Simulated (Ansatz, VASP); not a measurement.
# ZnS in VASP and in Ansatz

INCAR

```
ALGO = Normal ; EDIFF = 1E-6
ENCUT = 520 ; GGA = PE
ISIF = 2 ; ISMEAR = 0
LASPH = True ; LCHARG = False
LREAL = False ; LWAVE = False
NBANDS = 16 ; NELM = 100
PREC = Accurate ; SIGMA = 0.05
```

The input KPOINTS:

```
k-points
0
Gamma
  10 10 10
```

The input POSCAR:

```
ZnS
1.0
    0.0000000000      2.7046500000      2.7046500000
    2.7046500000      0.0000000000      2.7046500000
    2.7046500000      2.7046500000      0.0000000000
Zn S
1 1
Direct
   -0.0415950308     -0.0415950308     -0.0760534825
    0.7500000000      0.7500000000      0.7500000000
```

Input for Ansatz:

```yaml
crystal:
  lattice:
    - [0.0, 2.70465, 2.70465]
    - [2.70465, 0.0, 2.70465]
    - [2.70465, 2.70465, 0.0]
  atoms:
    - { symbol: Zn, position: [-0.0415950308, -0.0415950308, -0.0760534825] }
    - { symbol: S, position: [0.75, 0.75, 0.75] }
basis:
  ecutwfc: 420
kpoints:
  mp_grid: { grid: [10, 10, 10] }
hamiltonian:
  xc: pbe
scf:
  occupations: { method: gaussian, width: 0.05 }
output:
  forces: true
  stress: true
  eigenvalues: true
  write_density: true
  write_potential: true
  elf: true
  volumetric_format: npy
```

Alike in both runs: task single point; functional PBE; k mesh 10 × 10 × 10; occupations gaussian, width 0.05 eV; no spin polarisation.

|  | VASP | Ansatz |
| --- | --- | --- |
| version | VASP 6.6.1 | Ansatz 0.2.0 |
| potentials or method | VASP PAW PBE potentials, release 64 (Zn, S), cutoff 520 eV | scalar-relativistic, plane waves, PAW |
| valence electrons in the cell | 18 | 18 |

Ansatz gave:

* gap on the k mesh at the Fermi level (eV): 1.90
* least direct gap on the mesh (eV): 1.90
* pressure (GPa): 17.5
* traceless stress, the component that is largest in VASP (GPa): 20.42
* rms of the force components (eV/Å): 5.291

What did VASP give for the same quantities?

gap on the k mesh at the Fermi level (eV): 1.92; least direct gap on the mesh (eV): 1.92; pressure (GPa): 17.8; traceless stress, the component that is largest in VASP (GPa): 20.57; rms of the force components (eV/Å): 5.322.

Atom by atom the forces differ by 0.032 eV/Å (rms over components).
